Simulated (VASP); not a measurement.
A run of VASP 6.6.1 is set up as follows.

File INCAR:

```
SYSTEM = Ti9Si
PREC = Accurate ; ENCUT = 520
EDIFF = 1E-6 ; ISMEAR = 0
SIGMA = 0.1 ; LREAL = .FALSE.
LASPH = .TRUE. ; NELM = 100
ALGO = Normal ; ISIF = 2
LWAVE = .FALSE. ; LCHARG = .TRUE.
LDIPOL = .TRUE. ; IDIPOL = 3
DIPOL = 0.5 0.5 0.333 ; GGA = PE
LELF = .TRUE. ; LVHAR = .TRUE.
LVACPOTAV = .TRUE. ; NBANDS = 67
```

KPOINTS

```
regular mesh
0
G
  9 4 1
  0 0 0
```

POSCAR

```
Ti9Si
1.0
    2.8319727881      0.0000000000      0.0000000000
    0.0000000000      7.9316622551      0.0000000000
    0.0000000000      0.0000000000     19.9268841387
Ti Si
9 1
Direct
    0.0000000000      0.5000000000      0.2007338414
    0.5000000000      0.1666666667      0.2007338414
    0.5000000000      0.8333333333      0.2007338414
    0.0000000000      0.0000000000      0.3122110470
    0.5000000000      0.6684928840      0.3108725343
    0.5000000000      0.3315071160      0.3108725343
    0.0000000000      0.5000000000      0.4177589349
    0.5000000000      0.1666364345      0.4228902060
    0.5000000000      0.8333635655      0.4228902060
    1.0000000000      0.1666364345      0.5295312846
```

Potentials or basis: VASP PAW PBE potentials, release 64 (Ti_sv, Si).

Run with:

```console
$ cat potpaw_PBE.64/Ti_sv/POTCAR potpaw_PBE.64/Si/POTCAR > POTCAR
$ mpirun -np 1 vasp_std > vasp.out
```

Question: Estimate the band gap on the k mesh.

Answer: Zero (bands 56 and 57 overlap by 0.27 eV).

Question: Predict the largest force.

Answer: 0.484 eV/Å.

Forces in eV/Å, atoms in the order of the input:
```
Ti   0.000  0.034  0.155
Ti   0.000  0.008 -0.067
Ti   0.000 -0.061 -0.093
Ti   0.000 -0.087 -0.306
Ti   0.000 -0.046 -0.164
Ti   0.000  0.006 -0.023
Ti   0.000 -0.210  0.279
Ti   0.000  0.273 -0.222
Ti   0.000  0.170  0.453
Si   0.000 -0.087 -0.013
```
